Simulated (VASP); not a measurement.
# Ta (Pm-3m) in VASP: notebook, part 2 of 2

VASP 6.6.1. Earlier steps stand in the parts before.

## 3. Relaxation of cell and atoms, PBEsol, target pressure 60 GPa, at which the enthalpy is minimised

The input, INCAR:

```
PREC = Accurate
ENCUT = 600
EDIFF = 1E-7
ISMEAR = -1
SIGMA = 0.05
LREAL = F
LASPH = T
NELM = 60
ALGO = Normal
ISIF = 3
LWAVE = F
LCHARG = F
GGA = PS
IBRION = 2
NSW = 80
EDIFFG = -0.02
PSTRESS = 600.0
```

The input, KPOINTS:

```
Automatic mesh
0
Gamma
  15 15 15
```

The input, POSCAR:

```
Ta
1.0
    2.7100000000      0.0000000000      0.0000000000
    0.0000000000      2.7100000000      0.0000000000
    0.0000000000      0.0000000000      2.7100000000
Ta
1
Direct
    0.0000000000      0.0000000000      0.0000000000
```

Potentials or basis: VASP PAW PBE potentials, release 64 (Ta_pv).

The run is started by

```console
> cat potpaw_PBE.64/Ta_pv/POTCAR > POTCAR
> mpirun -np 1 vasp_std > vasp.out
```

OUTCAR:

```text
PREC = Accurate
   ENCUT = 600
   EDIFF = 1E-7
   ISMEAR = -1
   LREAL = F
   LASPH = T
   NELM = 60
   ISIF = 3
   GGA = PS
   IBRION = 2
   NSW = 80
   EDIFFG = -0.02
   PSTRESS = 600.0

 ion  position               nearest neighbor table
   1  0.000  0.000  0.000-

  LATTYP: Found a simple cubic cell.
 ALAT       =     2.7100000000

  Lattice vectors:

 A1 = (   2.7100000000,   0.0000000000,   0.0000000000)
 A2 = (   0.0000000000,   2.7100000000,   0.0000000000)
 A3 = (   0.0000000000,   0.0000000000,   2.7100000000)

Analysis of symmetry for initial positions (statically):
=====================================================================
 Subroutine PRICEL returns:
 Original cell was already a primitive cell.

 Routine SETGRP: Setting up the symmetry group for a
 simple cubic supercell.

 Subroutine GETGRP returns: Found 48 space group operations
 (whereof 48 operations were pure point group operations)
 out of a pool of 48 trial point group operations.

The static configuration has the point symmetry O_h .

Analysis of symmetry for dynamics (positions and initial velocities):
=====================================================================
 Subroutine PRICEL returns:
 Original cell was already a primitive cell.

 Routine SETGRP: Setting up the symmetry group for a
 simple cubic supercell.

 Subroutine GETGRP returns: Found 48 space group operations
 (whereof 48 operations were pure point group operations)
 out of a pool of 48 trial point group operations.

The dynamic configuration has the point symmetry O_h .

 Subroutine INISYM returns: Found 48 space group operations
 (whereof 48 operations are pure point group operations),
 and found     1 'primitive' translations

----------------------------------------------------------------------------------------

                                     Primitive cell

  volume of cell :      19.9025

  direct lattice vectors                    reciprocal lattice vectors
     2.710000000  0.000000000  0.000000000     0.369003690  0.000000000  0.000000000
     0.000000000  2.710000000  0.000000000     0.000000000  0.369003690  0.000000000
     0.000000000  0.000000000  2.710000000     0.000000000  0.000000000  0.369003690

  length of vectors
     2.710000000  2.710000000  2.710000000     0.369003690  0.369003690  0.369003690

  position of ions in fractional coordinates (direct lattice)
     0.000000000  0.000000000  0.000000000

  ion indices of the primitive-cell ions
   primitive index   ion index
                 1           1

----------------------------------------------------------------------------------------

 KPOINTS: Automatic mesh

Automatic generation of k-mesh.
 Grid dimensions read from file:
 generate k-points for:   15   15   15

 Generating k-lattice:

  Cartesian coordinates                     Fractional coordinates (reciprocal lattice)
     0.024600246  0.000000000  0.000000000     0.066666667  0.000000000  0.000000000
     0.000000000  0.024600246  0.000000000     0.000000000  0.066666667  0.000000000
     0.000000000  0.000000000  0.024600246     0.000000000  0.000000000  0.066666667

  Length of vectors
     0.024600246  0.024600246  0.024600246

  Shift w.r.t. Gamma in fractional coordinates (k-lattice)
     0.000000000  0.000000000  0.000000000

 Subroutine IBZKPT returns following result:
 ===========================================

 Found    120 irreducible k-points:

 Following reciprocal coordinates:
            Coordinates               Weight
  0.000000  0.000000  0.000000      1.000000
  0.066667  0.000000  0.000000      6.000000
  0.133333  0.000000  0.000000      6.000000
  0.200000  0.000000  0.000000      6.000000
  0.266667  0.000000  0.000000      6.000000
  0.333333  0.000000  0.000000      6.000000
[... 16 lines left out ...]
  0.266667  0.200000  0.000000     24.000000
  0.333333  0.200000  0.000000     24.000000
 [... further k-points ...]
   k-points           NKPTS =    120   k-points in BZ     NKDIM =    120   number of bands    NBANDS=      9
   number of dos      NEDOS =    301   number of ions     NIONS =      1
   total plane-waves  NPLWV =  13824
   dimension x,y,z NGX =    24 NGY =   24 NGZ =   24
   dimension x,y,z NGXF=    48 NGYF=   48 NGZF=   48
   ions per type =               1
   NGX,Y,Z   is equivalent  to a cutoff of  14.72, 14.72, 14.72 a.u.
   NGXF,Y,Z  is equivalent  to a cutoff of  29.45, 29.45, 29.45 a.u.
 SYSTEM =  unknown system
   PREC   = accura    normal or accurate (medium, high low for compatibility)
   ISTART =      0    job   : 0-new  1-cont  2-samecut
   ICHARG =      2    charge: 1-file 2-atom 10-const
   ISPIN  =      1    spin polarized calculation?
   LNONCOLLINEAR =      F non collinear calculations
   LSORBIT =      F    spin-orbit coupling
   LASPH  =      T    aspherical Exc in radial PAW
   ENCUT  =  600.0 eV  44.10 Ry    6.64 a.u.   5.41  5.41  5.41*2*pi/ulx,y,z
   NELM   =     60;   NELMIN=  2; NELMDL= -5     # of ELM steps
   EDIFF  = 0.1E-06   stopping-criterion for ELM
   LREAL  =      F    real-space projection
   EDIFFG = -.2E-01   stopping-criterion for IOM
   NSW    =     80    number of steps for IOM
   IBRION =      2    ionic relax: 0-MD 1-quasi-New 2-CG
   NFREE  =      1    steps in history (QN), initial steepest desc. (CG)
   ISIF   =      3    stress and relaxation
   ISYM   =      2    0-nonsym 1-usesym 2-fastsym
   POTIM  = 0.5000    time-step for ionic-motion
   TEBEG  =    0.0;   TEEND  =   0.0 temperature during run
   PSTRESS=  600.0 pullay stress
   NELECT =      11.0000    total number of electrons
   NUPDOWN=      -1.0000    fix difference up-down
   EMIN   =  10.00;   EMAX   =-10.00  energy-range for DOS
   EFERMI =   0.00;   METHOD = LEGACY
   ISMEAR =    -1;   SIGMA  =   0.05  broadening in eV -4-tet -1-fermi 0-gaus
   EFERMI_NEDOS =   21; number of points for ismear=-14 and -15
   IALGO  =     38    algorithm
   IMIX   =      4    mixing-type and parameters
     AMIX     =   0.40;   BMIX     =  1.00
     AMIX_MAG =   1.60;   BMIX_MAG =  1.00
  volume/ion in A,a.u.               =      19.90       134.31
  Fermi-wavevector in a.u.,A,eV,Ry     =   1.343496  2.538840 24.558271  1.804982
  Thomas-Fermi vector in A             =   2.471565
   LORBIT       =      0    0 simple, 1 ext, 2 COOP (PROOUT), +10 PAW based schemes
   GGA     = PS    functional components
   LHFCALC =     F    Hartree Fock is set to
   AEXX    =    0.0000 exact exchange contribution
   IVDW    =     0    specifies the selected vdW correction
   LEPSILON=     F    determine dielectric tensor
   LRPA    =     F    only Hartree local field effects (RPA)
 conjugate gradient relaxation of ions
 non-spin polarized calculation
  energy-cutoff  :      600.00
  volume of cell :       19.90
 maximum number of plane-waves:       691
 NGX is ok and might be reduce to    24
   NGX = 11   NGY = 11   NGZ = 11

--------------------------------------- Ionic step        1  -------------------------------------------

 number of electron      10.9999998 magnetization

 Free energy of the ion-electron system (eV)
  ---------------------------------------------------
  ext. energy  EPLUGINS =         0.00000000
  ---------------------------------------------------
  free energy    TOTEN  =       -11.38853184 eV

  energy without entropy =      -11.37526762  energy(sigma->0) =      -11.38189973

------------------------ aborting loop because EDIFF is reached ----------------------------------------

  FORCE on cell =-STRESS in cart. coord.  units (eV):
  Direction    XX          YY          ZZ          XY          YZ          ZX
  --------------------------------------------------------------------------------------
  -------------------------------------------------------------------------------------
  Total        0.0680058      0.0680058      0.0680058      0.0000000     -0.0000000      0.0000000
  in kB        5.4745552      5.4745552      5.4745552      0.0000000     -0.0000000      0.0000000
  external PRESSURE =    -594.5254448 kB  Pullay stress =     600.0000000 kB
[... 24 lines left out ...]
--------------------------------------- Ionic step        2  -------------------------------------------

 number of electron      11.0000000 magnetization

 E-fermi :  23.5699     XC(G=0): -20.1638

 val. band max:       23.5579630746   @ k =   0.2000   0.1333   0.0000
 cond. band min:      23.6496698102   @ k =   0.2667   0.1333   0.0667
 fundamental gap:      0.0917067356
 Fermi energy:        23.5699249204

 k-point     1 :       0.0000    0.0000    0.0000
  band No.  band energies     occupation
      1      -8.5810      2.00000
      2      -8.5810      2.00000
      3      -8.5810      2.00000
      4       7.2631      2.00000
      5       7.2631      2.00000
      6      17.0416      2.00000
      7      43.1175      0.00000
      8      46.2516      0.00000
      9      46.2516      0.00000
[... 534 lines left out ...]
--------------------------------------- Ionic step        9  -------------------------------------------

 number of electron      10.9999999 magnetization

 Free energy of the ion-electron system (eV)
  ---------------------------------------------------
  ext. energy  EPLUGINS =         0.00000000
  ---------------------------------------------------
  free energy    TOTEN  =       -10.72485610 eV

  energy without entropy =      -10.71312459  energy(sigma->0) =      -10.71899035

 E-fermi :   6.6124     XC(G=0): -13.3549

 val. band max:        6.5771288405   @ k =   0.4000   0.2000   0.0000
 cond. band min:       6.6134613866   @ k =   0.4000   0.2000   0.0667
 fundamental gap:      0.0363325462
 Fermi energy:         6.6123814360

 k-point     1 :       0.0000    0.0000    0.0000
  band No.  band energies     occupation
      1     -25.9139      2.00000
      2     -25.9139      2.00000
      3     -25.9139      2.00000
      4      -1.6630      2.00000
      5       2.7656      2.00000
      6       2.7656      2.00000
      7      14.9644      0.00000
      8      14.9644      0.00000
      9      14.9644      0.00000
[... 308 lines left out ...]
  energy  without entropy=      -10.7131245931  energy(sigma->0) =      -10.71899035

  enthalpy is  TOTEN    =        -4.8666867808 eV   P V=        5.8581693215

 reached required accuracy - stopping structural energy minimisation
```

OSZICAR:

```text
N       E                     dE             d eps       ncg     rms          rms(c)
DAV:   1     0.526109720038E+02    0.52611E+02   -0.69745E+03  2160   0.127E+03
[... 83 lines left out ...]
DAV:   1    -0.107335664027E+02    0.57711E-01   -0.28152E-01  2180   0.782E+00    0.988E-01
DAV:   2    -0.107263593934E+02    0.72070E-02   -0.10475E-02  2171   0.130E+00    0.328E-01
DAV:   3    -0.107248235003E+02    0.15359E-02   -0.48191E-03  2234   0.859E-01    0.104E-01
DAV:   4    -0.107248536647E+02   -0.30164E-04   -0.11322E-04  2428   0.108E-01    0.167E-02
DAV:   5    -0.107248558635E+02   -0.21988E-05   -0.56952E-06  2440   0.269E-02    0.979E-03
DAV:   6    -0.107248561209E+02   -0.25742E-06   -0.14088E-07  1923   0.454E-03    0.248E-04
DAV:   7    -0.107248561023E+02    0.18630E-07   -0.55605E-09  1081   0.889E-04
   9 F= -.48666868E+01 E0= -.48608210E+01  d E =-.212922E-03
```

Wall time 4.5 min (1 thread of Intel Xeon 8259CL, shared host); peak memory 0.2 GiB.

What came out:

| Quantity | Value |
| --- | --- |
| Free energy | -10.7249 eV |
| Relaxed volume | 15.64 Å³/atom |
| Relaxed cell | a = 2.501 Å, b = 2.501 Å, c = 2.501 Å, α = 90.00°, β = 90.00°, γ = 90.00° |
| Space group after relaxing (to 0.05 Å) | Pm-3m (No. 221) |
| Energy change on relaxing (the enthalpy is what falls) | +663.7 meV/atom |
| Ionic steps | 9 |
| Pressure after relaxing | 60.0 GPa |

Step by step:
```csv
step,energy change (eV),largest force (eV/Å),pressure (GPa),volume (Å³)
1,0.0000,0.0000,0.55,19.90
2,46.6827,0.0000,3458.56,5.31
3,0.0489,0.0000,12.32,18.62
4,0.1447,0.0000,22.87,17.74
5,0.7419,0.0000,64.84,15.44
6,0.6548,0.0000,59.43,15.67
7,0.6842,0.0000,61.28,15.59
8,0.5973,0.0000,55.79,15.83
9,0.6637,0.0000,60.00,15.64
```

Final structure:
```yaml
crystal:
  lattice:
    - [2.50096, 0.00000, 0.00000]
    - [0.00000, 2.50096, 0.00000]
    - [0.00000, 0.00000, 2.50096]
  atoms:
    - { symbol: Ta, position: [0.00000, 0.00000, 0.00000] }
```

Levels at points of the mesh, in eV from the Fermi level:
| k point | band 3 | band 4 | band 5 | band 6 | band 7 | band 8 | band 9 |
| --- | --- | --- | --- | --- | --- | --- | --- |
| (0.00, 0.00, 0.00) | -32.53 | -8.28 | -3.85 | -3.85 | 8.35 | 8.35 | 8.35 |

Caveat: the cell is relaxed towards a set pressure, so the enthalpy falls and the energy may rise; the volume moved by over 15 % at a fixed basis, so the end points are rough; the PAW data sets were made with another functional, which shifts forces and pressure a little; spin-orbit coupling is left out, which moves the levels of the heavy elements.
